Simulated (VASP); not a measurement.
Input of a VASP 6.6.1 run:

INCAR

```
PREC = Accurate
ENCUT = 520
EDIFF = 1E-6
ISMEAR = 0
SIGMA = 0.1
LREAL = F
LASPH = T
NELM = 60
ALGO = Normal
ISIF = 2
LWAVE = F
LCHARG = T
GGA = PE
LELF = T
LVHAR = T
NBANDS = 22
```

File KPOINTS:

```
regular mesh
0
Gamma
  6 6 2
```

Contents of POSCAR:

```
I
1.0
    4.7704921862      0.0000000000      0.0000000000
   -2.3852460931      4.1313674218      0.0000000000
    0.0000000000      0.0000000000     10.8339725520
I
4
Direct
    0.3333333333      0.6666666667      0.1237831356
    0.6666666667      0.3333333333      0.6237831356
    0.3333333333      0.6666666667      0.3762168644
    0.6666666667      0.3333333333      0.8762168644
```

Potentials or basis: VASP PAW PBE potentials, release 64 (I).

Run with:

```sh
$ cat potpaw_PBE.64/I/POTCAR > POTCAR
$ mpirun -np 1 vasp_std > vasp.out
```

Q: Estimate the pressure.

A: 0.0 GPa.

Q: What does it give for the largest force?

A: 0.021 eV/Å.

Q: Estimate the band gap on the k mesh.

A: 0.23 eV (least direct gap 0.27 eV).

Stress tensor (GPa, compression positive):
```
 0.06  0.00  0.00
 0.00  0.06  0.00
 0.00  0.00 -0.08
```

Caveat: this functional lacks dispersion, which holds the molecules together, so the pressure and a relaxed volume are unreliable; spin-orbit coupling is left out, which moves the levels of the heavy elements. A k mesh can miss the band edges.
